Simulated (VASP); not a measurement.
Wanted: the native input for a VASP 6.6.1 run.

```
Task                   : single point
Functional             : PBEsol
Potentials or basis    : VASP PAW PBE potentials, release 64 (Ga_d, As)
Cutoff                 : 520 eV
k mesh                 : 8 × 8 × 8
Occupations            : fermi-dirac, width 0.01 eV
Spin                   : non-collinear spin, zero start, spin-orbit coupling
Starting moments       : [[0.0, 0.0, 0.0], [0.0, 0.0, 0.0]] μB
Dipole correction      : no
Further INCAR settings : ALGO = Normal; EDIFF = 1e-07; NBANDS = 30
```

The structure of GaAs lies in POSCAR:

```
GaAs
1.0
    2.8037835605      2.8037835605      0.0000000000
   -2.8037835605      2.8037835605      0.0000000000
    0.0000000000      2.8037835605      2.8037835605
Ga As
1 1
Direct
    0.0000000000      0.0000000000      0.0000000000
    0.7500000000      0.2500000000      0.5000000000
```

These files were run (other wordings do the same):

INCAR

```
SYSTEM = GaAs
ALGO = Normal
EDIFF = 1E-7
ENCUT = 520
GGA = PS
GGA_COMPAT = .FALSE.
ISIF = 2
ISMEAR = -1
LASPH = .TRUE.
LCHARG = .FALSE.
LORBIT = 11
LORBMOM = .TRUE.
LREAL = .FALSE.
LSORBIT = .TRUE.
LWAVE = .FALSE.
MAGMOM = 0 0 0 0 0 0
NBANDS = 30
NELM = 150
PREC = Accurate
SIGMA = 0.01
```

KPOINTS

```
k-points
0
G
  8 8 8
  0 0 0
```

Potentials or basis: VASP PAW PBE potentials, release 64 (Ga_d, As).

Command:

```sh
$ cat potpaw_PBE.64/Ga_d/POTCAR potpaw_PBE.64/As/POTCAR > POTCAR
$ mpirun -np 1 vasp_ncl > vasp.out
```

It gave:

The pressure is 2.2 GPa. The net moment is 0.00 μB per cell and the valence electrons inside the program's atomic spheres are Ga 11.71; As 2.85.

Caveat: the PAW data sets were made with another functional, which shifts forces and pressure a little.

Wall time 4.3 min on 1 thread of Intel Xeon 8259CL, on a shared host, peak memory 0.32 GiB.
